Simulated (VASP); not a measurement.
# SnGe2 (P-3m1) in VASP: notebook

Runs on SnGe2. Level: PBE. Tasks: single point.

Program: VASP 6.6.1. These are calculated values, not measurements. Logs are shortened: lines on timing, memory, paths and dates and some standing lists are left out, and cuts for length are marked.

**1. The cell of the first run**

The structure is trigonal, space group P-3m1 (No. 164). The conventional cell has a = 3.155 Å, b = 3.155 Å, c = 7.729 Å, α = 90.00°, β = 90.00°, γ = 120.00°. Within 4.2 Å of Sn (site symmetry -3m) lie 6 Ge at 3.16 Å and 6 Sn at 3.16 Å. Within 4.2 Å of Ge (site symmetry 3m) lie 3 Sn at 3.16 Å and 9 Ge at 3.16 Å.

**2. Single point, PBE**

INCAR

```
  PREC = Accurate
  ENCUT = 520
  EDIFF = 1E-6
  ISMEAR = 0
  SIGMA = 0.1
  LREAL = F
  LASPH = T
  NELM = 80
  ALGO = Normal
  ISIF = 2
  LWAVE = F
  LCHARG = T
  GGA = PE
  LELF = T
  LVHAR = T
  NBANDS = 28
```

KPOINTS

```
Automatic mesh
0
Gamma
  6 6 2
```

POSCAR

```
SnGe2
1.0
    3.1553210600      0.0000000000      0.0000000000
   -1.5776605300      2.7325881900      0.0000000000
    0.0000000000      0.0000000000      7.7289265700
Sn Ge
1 2
Direct
    0.0000000000      0.0000000000      0.5000000000
    0.6666666700      0.3333333300      0.8333333300
    0.3333333300      0.6666666700      0.1666666700
```

Potentials or basis: VASP PAW PBE potentials, release 64 (Sn_d, Ge_d).

Run with:

```
> cat potpaw_PBE.64/Sn_d/POTCAR potpaw_PBE.64/Ge_d/POTCAR > POTCAR
> mpirun -np 1 vasp_std > vasp.out
```

OUTCAR:

```text
PREC = Accurate
   ENCUT = 520
   EDIFF = 1E-6
   ISMEAR = 0
   LREAL = F
   LASPH = T
   NELM = 80
   ISIF = 2
   GGA = PE

 ion  position               nearest neighbor table
   1  0.000  0.000  0.500-   2 3.16   3 3.16   3 3.16   2 3.16   2 3.16   3 3.16
   2  0.667  0.333  0.833-   1 3.16   1 3.16   1 3.16
   3  0.333  0.667  0.167-   1 3.16   1 3.16   1 3.16

  LATTYP: Found a hexagonal cell.
 ALAT       =     3.1553210600
 C/A-ratio  =     2.4494897423

  Lattice vectors:

 A1 = (   3.1553210600,   0.0000000000,   0.0000000000)
 A2 = (  -1.5776605300,   2.7325881900,   0.0000000000)
 A3 = (   0.0000000000,   0.0000000000,   7.7289265700)

Analysis of symmetry for initial positions (statically):
=====================================================================
 Subroutine PRICEL returns:
 Original cell was already a primitive cell.

 Routine SETGRP: Setting up the symmetry group for a
 hexagonal supercell.

 Subroutine GETGRP returns: Found 12 space group operations
 (whereof 12 operations were pure point group operations)
 out of a pool of 24 trial point group operations.

The static configuration has the point symmetry D_3d.

Analysis of symmetry for dynamics (positions and initial velocities):
=====================================================================
 Subroutine PRICEL returns:
 Original cell was already a primitive cell.

 Routine SETGRP: Setting up the symmetry group for a
 hexagonal supercell.

 Subroutine GETGRP returns: Found 12 space group operations
 (whereof 12 operations were pure point group operations)
 out of a pool of 24 trial point group operations.

The dynamic configuration has the point symmetry D_3d.

 Subroutine INISYM returns: Found 12 space group operations
 (whereof 12 operations are pure point group operations),
 and found     1 'primitive' translations

----------------------------------------------------------------------------------------

                                     Primitive cell

  volume of cell :      66.6403

  direct lattice vectors                    reciprocal lattice vectors
     3.155321060  0.000000000  0.000000000     0.316924960  0.182976711  0.000000000
    -1.577660530  2.732588190  0.000000000     0.000000000  0.365953422  0.000000000
     0.000000000  0.000000000  7.728926570     0.000000000  0.000000000  0.129384073

  length of vectors
     3.155321060  3.155321056  7.728926570     0.365953422  0.365953422  0.129384073

  position of ions in fractional coordinates (direct lattice)
     0.000000000  0.000000000  0.500000000
     0.666666670  0.333333330  0.833333330
     0.333333330  0.666666670  0.166666670

  ion indices of the primitive-cell ions
   primitive index   ion index
                 1           1
                 2           2
                 3           3

----------------------------------------------------------------------------------------

 KPOINTS: Automatic mesh

Automatic generation of k-mesh.
 Grid dimensions read from file:
 generate k-points for:    6    6    2

 Generating k-lattice:

  Cartesian coordinates                     Fractional coordinates (reciprocal lattice)
     0.052820827  0.030496119  0.000000000     0.166666667  0.000000000  0.000000000
     0.000000000  0.060992237  0.000000000     0.000000000  0.166666667  0.000000000
     0.000000000  0.000000000  0.064692037     0.000000000  0.000000000  0.500000000

  Length of vectors
     0.060992237  0.060992237  0.064692037

  Shift w.r.t. Gamma in fractional coordinates (k-lattice)
     0.000000000  0.000000000  0.000000000

 Subroutine IBZKPT returns following result:
 ===========================================

 Found     14 irreducible k-points:

 Following reciprocal coordinates:
            Coordinates               Weight
  0.000000  0.000000  0.000000      1.000000
  0.166667 -0.000000  0.000000      6.000000
  0.333333 -0.000000  0.000000      6.000000
  0.500000 -0.000000  0.000000      3.000000
  0.166667  0.166667  0.000000      6.000000
  0.333333  0.166667  0.000000     12.000000
  0.333333  0.333333  0.000000      2.000000
  0.000000  0.000000  0.500000      1.000000
  0.166667 -0.000000  0.500000      6.000000
  0.333333 -0.000000  0.500000      6.000000
  0.500000 -0.000000  0.500000      3.000000
  0.166667  0.166667  0.500000      6.000000
  0.333333  0.166667  0.500000     12.000000
  0.333333  0.333333  0.500000      2.000000
   k-points           NKPTS =     14   k-points in BZ     NKDIM =     14   number of bands    NBANDS=     28
   number of dos      NEDOS =    301   number of ions     NIONS =      3
   total plane-waves  NPLWV =  34560
   dimension x,y,z NGX =    24 NGY =   24 NGZ =   60
   dimension x,y,z NGXF=    48 NGYF=   48 NGZF=  120
   ions per type =               1   2
   NGX,Y,Z   is equivalent  to a cutoff of  12.64, 12.64, 12.91 a.u.
   NGXF,Y,Z  is equivalent  to a cutoff of  25.29, 25.29, 25.81 a.u.
 SYSTEM =  unknown system
   PREC   = accura    normal or accurate (medium, high low for compatibility)
   ISTART =      0    job   : 0-new  1-cont  2-samecut
   ICHARG =      2    charge: 1-file 2-atom 10-const
   ISPIN  =      1    spin polarized calculation?
   LNONCOLLINEAR =      F non collinear calculations
   LSORBIT =      F    spin-orbit coupling
   LASPH  =      T    aspherical Exc in radial PAW
   ENCUT  =  520.0 eV  38.22 Ry    6.18 a.u.   5.87  5.87 14.37*2*pi/ulx,y,z
   NELM   =     80;   NELMIN=  2; NELMDL= -5     # of ELM steps
   EDIFF  = 0.1E-05   stopping-criterion for ELM
   LREAL  =      F    real-space projection
   EDIFFG = 0.1E-04   stopping-criterion for IOM
   NSW    =      0    number of steps for IOM
   IBRION =     -1    ionic relax: 0-MD 1-quasi-New 2-CG
   NFREE  =      0    steps in history (QN), initial steepest desc. (CG)
   ISIF   =      2    stress and relaxation
   ISYM   =      2    0-nonsym 1-usesym 2-fastsym
   POTIM  = 0.5000    time-step for ionic-motion
   TEBEG  =    0.0;   TEEND  =   0.0 temperature during run
   PSTRESS=    0.0 pullay stress
   NELECT =      42.0000    total number of electrons
   NUPDOWN=      -1.0000    fix difference up-down
   EMIN   =  10.00;   EMAX   =-10.00  energy-range for DOS
   EFERMI =   0.00;   METHOD = LEGACY
   ISMEAR =     0;   SIGMA  =   0.10  broadening in eV -4-tet -1-fermi 0-gaus
   EFERMI_NEDOS =   21; number of points for ismear=-14 and -15
   IALGO  =     38    algorithm
   IMIX   =      4    mixing-type and parameters
     AMIX     =   0.40;   BMIX     =  1.00
     AMIX_MAG =   1.60;   BMIX_MAG =  1.00
  volume/ion in A,a.u.               =      22.21       149.90
  Fermi-wavevector in a.u.,A,eV,Ry     =   1.403607  2.652433 26.805021  1.970113
  Thomas-Fermi vector in A             =   2.526252
   LORBIT       =      0    0 simple, 1 ext, 2 COOP (PROOUT), +10 PAW based schemes
   GGA     = PE    functional components
   LHFCALC =     F    Hartree Fock is set to
   AEXX    =    0.0000 exact exchange contribution
   IVDW    =     0    specifies the selected vdW correction
   LEPSILON=     F    determine dielectric tensor
   LRPA    =     F    only Hartree local field effects (RPA)
 non-spin polarized calculation
 Gauss-broadening in eV      SIGMA  =   0.10
  energy-cutoff  :      520.00
  volume of cell :       66.64
 maximum number of plane-waves:      1816
 NGX is ok and might be reduce to    24
   NGX = 11   NGY = 11   NGZ = 29

 number of electron      42.0000040 magnetization

 Free energy of the ion-electron system (eV)
  ---------------------------------------------------
  ext. energy  EPLUGINS =         0.00000000
  ---------------------------------------------------
  free energy    TOTEN  =       -11.84866359 eV

  energy without entropy =      -11.84049363  energy(sigma->0) =      -11.84457861

 E-fermi :   7.0442     XC(G=0): -10.7854

 val. band max:        6.9904068656   @ k =   0.1667   0.1667   0.5000
 cond. band min:       7.0781920701   @ k =   0.5000  -0.0000   0.5000
 fundamental gap:      0.0877852045
 Fermi energy:         7.0441840988

 k-point     1 :       0.0000    0.0000    0.0000
  band No.  band energies     occupation
      1     -17.6373      2.00000
      2     -17.6372      2.00000
      3     -17.6372      2.00000
      4     -17.6369      2.00000
      5     -17.6369      2.00000
      6     -17.6362      2.00000
[... 20 lines left out ...]
     27      15.9253      0.00000
     28      17.0958      0.00000

 k-point     2 :       0.1667   -0.0000    0.0000
  band No.  band energies     occupation
      1     -17.6453      2.00000
      2     -17.6385      2.00000
      3     -17.6308      2.00000
      4     -17.6257      2.00000
      5     -17.6249      2.00000
      6     -17.6239      2.00000
[... 20 lines left out ...]
     27      14.6856      0.00000
     28      15.6359      0.00000

 k-point     3 :       0.3333   -0.0000    0.0000
  band No.  band energies     occupation
      1     -17.6570      2.00000
      2     -17.6440      2.00000
      3     -17.6325      2.00000
      4     -17.6242      2.00000
      5     -17.6204      2.00000
      6     -17.6010      2.00000
[... 20 lines left out ...]
     27      12.8807      0.00000
     28      13.7953      0.00000

 k-point     4 :       0.5000   -0.0000    0.0000
  band No.  band energies     occupation
      1     -17.6626      2.00000
      2     -17.6466      2.00000
      3     -17.6403      2.00000
      4     -17.6277      2.00000
      5     -17.6224      2.00000
      6     -17.5950      2.00000
[... 268 lines left out ...]
     27      12.1356      0.00000
     28      15.9218      0.00000

 k-point    13 :       0.3333    0.1667    0.5000
  band No.  band energies     occupation
      1     -17.6475      2.00000
      2     -17.6366      2.00000
      3     -17.6325      2.00000
      4     -17.6292      2.00000
      5     -17.6225      2.00000
      6     -17.6039      2.00000
[... 20 lines left out ...]
     27      11.9822      0.00000
     28      16.1221      0.00000

 k-point    14 :       0.3333    0.3333    0.5000
  band No.  band energies     occupation
      1     -17.6380      2.00000
      2     -17.6298      2.00000
      3     -17.6298      2.00000
      4     -17.6130      2.00000
      5     -17.6117      2.00000
      6     -17.6117      2.00000
[... 20 lines left out ...]
     27       9.4547      0.00000
     28      17.3867      0.00000

------------------------ aborting loop because EDIFF is reached ----------------------------------------

  FORCE on cell =-STRESS in cart. coord.  units (eV):
  Direction    XX          YY          ZZ          XY          YZ          ZX
  --------------------------------------------------------------------------------------
  -------------------------------------------------------------------------------------
  Total        1.1066934      1.1066934      0.4197968      0.0000000      0.0000000      0.0000000
  in kB       26.6073102     26.6073101     10.0928264      0.0000000      0.0000000      0.0000000
  external PRESSURE =      21.1024822 kB  Pullay stress =       0.0000000 kB

 VOLUME and BASIS-vectors are now :
 -----------------------------------------------------------------------------
  energy-cutoff  :      520.00
  volume of cell :       66.64
      direct lattice vectors                 reciprocal lattice vectors
     3.155321060  0.000000000  0.000000000     0.316924960  0.182976711  0.000000000
    -1.577660530  2.732588190  0.000000000     0.000000000  0.365953422  0.000000000
     0.000000000  0.000000000  7.728926570     0.000000000  0.000000000  0.129384073

 POSITION                                       TOTAL-FORCE (eV/Angst)
 -----------------------------------------------------------------------------------
      0.00000      0.00000      3.86446         0.000000      0.000000      0.000000
      1.57766      0.91086      6.44077        -0.000000      0.000000      0.620260
     -0.00000      1.82173      1.28815         0.000000      0.000000     -0.620260
 -----------------------------------------------------------------------------------
    total drift:                               -0.000000     -0.000000      0.000000

  FREE ENERGIE OF THE ION-ELECTRON SYSTEM (eV)
  ---------------------------------------------------
  free  energy   TOTEN  =       -11.8486635930 eV

  energy  without entropy=      -11.8404936334  energy(sigma->0) =      -11.84457861
```

Run time: 15 s. Hardware: 1 thread of AMD EPYC 9R45 (Zen 5), shared host; peak memory 0.15 GiB.

Results:

```yaml
Free_energy: -11.8487 eV
Pressure: 2.1 GPa
Largest_force: 0.620 eV/Å
Band_gap_on_the_k_mesh: zero (band 21 reaches 13.05 eV, above the bottom of band 22 at 5.01 eV)
```

Forces on the atoms (eV/Å):
```
Sn   0.000  0.000  0.000
Ge   0.000  0.000  0.620
Ge   0.000  0.000 -0.620
```

Caveat: the k points lie up to 0.41 Å⁻¹ apart; spin-orbit coupling is left out, which moves the levels of the heavy elements.

**3. Single point, PBE**

This run uses another cell than the first one, of 23.32 Å³/atom, 1.050 times its volume.

INCAR

```
SYSTEM = SnGe2
ALGO = Normal
EDIFF = 1E-6
ENCUT = 520
GGA = PE
ISIF = 2
ISMEAR = 0
LASPH = .True.
LCHARG = .False.
LREAL = .False.
LWAVE = .False.
NBANDS = 28
NELM = 100
PREC = Accurate
SIGMA = 0.1
```

KPOINTS

```
k-points
0
Gamma
  6 6 2
  0 0 0
```

POSCAR

```
SnGe2
1.0
    3.2022502256      0.0000000000      0.0000000000
   -1.6011251128      2.7732300447      0.0000000000
    0.0000000000      0.0000000000      7.8763792616
Sn Ge
1 2
Direct
    0.0000000000      0.0000000000      0.5000000000
    0.6666666667      0.3333333333      0.8670954585
    0.3333333333      0.6666666667      0.1329045415
```

Potentials or basis: VASP PAW PBE potentials, release 64 (Sn_d, Ge_d).

Run with:

```
> cat potpaw_PBE.64/Sn_d/POTCAR potpaw_PBE.64/Ge_d/POTCAR > POTCAR
> mpirun -np 1 vasp_std > vasp.out
```

Run time: 15 s. Hardware: 1 thread of AMD EPYC 9R45 (Zen 5), shared host; peak memory 0.15 GiB.

The run converged. Its results:

| Property | Result |
| --- | --- |
| Free energy | -12.1127 eV |
| Pressure | -0.2 GPa |
| Largest force | 0.015 eV/Å |
| Band gap on the k mesh | zero (band 21 reaches 11.60 eV, above the bottom of band 22 at 4.75 eV) |

Forces on the atoms (eV/Å):
```
Sn   0.000  0.000  0.000
Ge   0.000  0.000 -0.015
Ge   0.000  0.000  0.015
```

Stress tensor (GPa, compression positive):
```
-0.16  0.00  0.00
 0.00 -0.16  0.00
 0.00  0.00 -0.32
```

Levels at points of the mesh, in eV from the Fermi level:
```csv
k point,band 18,band 19,band 20,band 21,band 22,band 23,band 24,band 25
"(0.00, 0.00, 0.00)",-8.62,-1.52,-1.15,5.17,5.17,6.71,6.71,8.04
"(0.50, 0.00, 0.00)",-5.15,-3.87,-3.63,-2.91,1.86,2.31,2.99,3.51
"(0.00, 0.00, 0.50)",-7.16,-4.47,2.98,4.86,5.15,5.15,6.83,6.83
"(0.50, 0.00, 0.50)",-5.78,-4.64,-2.21,-1.64,0.39,0.71,1.98,3.84
```

Caveat: the k points lie up to 0.40 Å⁻¹ apart; spin-orbit coupling is left out, which moves the levels of the heavy elements.
